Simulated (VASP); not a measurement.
Runs of VASP 6.6.1 on C. The structure is that of space group Pm-3m (No. 221), or close to it. The cells are those of the table. 

```tsv
task	cell	cutoff (eV)	gap on the mesh (eV)	pressure (GPa)
single point	a = 1.764 Å, 1 atom	520	none	0.7
single point	a = 1.756 Å, 1 atom	520	none	(a)
relaxation of cell and atoms	relaxed to 5 GPa from a = 1.950 Å, 1 atom	600	none	5.5
relaxation of cell and atoms	relaxed to 20 GPa from a = 1.950 Å, 1 atom	600	none	20.0
relaxation of cell and atoms	relaxed to 10 GPa from a = 1.950 Å, 1 atom	600	none	10.1
```

Alike in all rows: level r2SCAN; potentials or basis VASP PAW PBE potentials, release 64 (C); no spin polarisation; k mesh 11 × 11 × 11; smearing fermi-dirac 0.05 eV.

Problem. Fill in the values left out.

Solution. (a) 5.7.

Caveats: the PAW data sets were made with another functional, which shifts forces and pressure a little; the cell is relaxed towards a set pressure, so the enthalpy falls and the energy may rise (some runs).

A gap of «none» marks levels without a gap at the run's occupations.
